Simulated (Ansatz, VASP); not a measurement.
Si4C3 in VASP and in Ansatz

```
Si C
1.0
     8.27907    0.00000    0.00000
    -4.13953    7.16988    0.00000
     0.00000    0.00000    2.99987
Si C
8 6
Direct
  0.66667 0.33333 0.75000
  0.34039 0.38013 0.75000
  0.61987 0.96025 0.75000
  0.03975 0.65961 0.75000
  0.33333 0.66667 0.25000
  0.96025 0.34039 0.25000
  0.38013 0.03975 0.25000
  0.65961 0.61987 0.25000
  0.40031 0.18818 0.75000
  0.78787 0.59969 0.75000
  0.81182 0.21213 0.75000
  0.21213 0.40031 0.25000
  0.18818 0.78787 0.25000
  0.59969 0.81182 0.25000
```

Alike in both runs: functional PBE; k mesh 6 × 6 × 10; occupations gaussian, width 0.1 eV; no spin polarisation.

Ansatz relaxed the structure, and its values are those at the end. VASP's run is a single point on that final structure, the one shown.

|  | VASP | Ansatz |
| --- | --- | --- |
| version | VASP 6.6.1 | Ansatz 0.2.0 |
| potentials or method | VASP PAW PBE potentials, release 64 (Si, C), cutoff 520 eV | scalar-relativistic, plane waves, PAW |
| valence electrons in the cell | 56 | 56 |

```csv
,VASP,Ansatz,Ansatz less VASP
gap on the k mesh at the Fermi level (eV),none,none,-
pressure (GPa),0.0,0.0,+0.04
rms of the force components (eV/Å),0.005,0.003,-0.0018
```

A gap of «none» marks a metal or a gap that the smearing closes.
